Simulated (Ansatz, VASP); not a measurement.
One calculation of SnO2, two programs

```
Sn O
1.0
     4.71984    0.00000    0.00000
     0.00000    4.72044    0.00000
     0.00000    0.00000    3.18878
Sn O
2 4
Direct
  0.50000 0.50000 0.50000
  0.00000 0.00000 0.00000
  0.30602 0.30613 0.00000
  0.80602 0.19387 0.50000
  0.19398 0.80613 0.50000
  0.69398 0.69387 0.00000
```

Alike in both runs: functional LDA; k mesh 6 × 6 × 8; occupations gaussian, width 0.02 eV; no spin polarisation.

Ansatz relaxed the structure, and its values are those at the end. VASP's run is a single point on that final structure, the one shown.

```csv
,VASP,Ansatz
version,VASP 6.6.1,Ansatz 0.2.0
potentials or method,"VASP PAW LDA potentials, release 64 (Sn_d, O), cutoff 520 eV","scalar-relativistic, plane waves, PAW"
valence electrons in the cell,52,52
```

```tsv
	VASP	Ansatz	Ansatz less VASP
gap on the k mesh at the Fermi level (eV)	1.21	1.18	-0.029
least direct gap on the mesh (eV)	1.21	1.18	-0.029
pressure (GPa)	1.4	0.0	-1.40
rms of the force components (eV/Å)	0.013	0.000	-0.0127
```

Ansatz warns that its potentials were made for another functional, while VASP's fit it. LDA's correlation is that of Perdew and Zunger in VASP and of Perdew and Wang (1992) in Ansatz.
